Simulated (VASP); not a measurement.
Input of a VASP 6.6.1 run:

File INCAR:

```
PREC     = Accurate       # precision mode
ENCUT    = 520            # plane-wave cutoff, eV
EDIFF    = 1E-7           # SCF threshold, eV
ISMEAR   = -1             # smearing method
SIGMA    = 0.05           # smearing width, eV
LREAL    = F              # projectors in reciprocal space
LASPH    = T              # aspherical terms in the spheres
NELM     = 100            # most SCF steps
ALGO     = Normal         # electronic algorithm
ISIF     = 2              # what is computed and relaxed
LWAVE    = F              # write WAVECAR
LCHARG   = F              # write CHGCAR
GGA      = CA             # functional
NBANDS   = 44             # bands
```

Contents of KPOINTS:

```
Automatic mesh
0
Gamma
  8 8 2
```

The input POSCAR:

```
Ti4CuAg
1.0
    2.9337950000      0.0000000000      0.0000000000
    0.0000000000      2.9337950000      0.0000000000
    0.0000000000      0.0000000000     11.2545100000
Ti Cu Ag
4 1 1
Direct
    0.5000000000      0.5000000000      0.1809720000
    0.0000000000      0.0000000000      0.6524540000
    0.0000000000      0.0000000000      0.3475460000
    0.5000000000      0.5000000000      0.8190280000
    0.5000000000      0.5000000000      0.5000000000
    0.0000000000      0.0000000000      0.0000000000
```

Potentials or basis: VASP PAW LDA potentials, release 64 (Ti_sv, Cu, Ag).

Launch:

```console
$ cat potpaw_LDA.64/Ti_sv/POTCAR potpaw_LDA.64/Cu/POTCAR potpaw_LDA.64/Ag/POTCAR > POTCAR
$ mpirun -np 1 vasp_std > vasp.out
```

Problem. Predict the largest force.

Solution. 0.088 eV/Å.

Problem. Predict the pressure.

Solution. -7.6 GPa.

Problem. What does it give for the band gap on the k mesh?

Solution. Zero (bands 35 and 36 overlap by 1.06 eV).

Forces in eV/Å, atoms in the order of the input:
```
Ti   0.000  0.000  0.088
Ti   0.000  0.000  0.012
Ti   0.000  0.000 -0.012
Ti   0.000  0.000 -0.088
Cu   0.000  0.000  0.000
Ag   0.000  0.000  0.000
```

Caveat: the cell stands under tension.
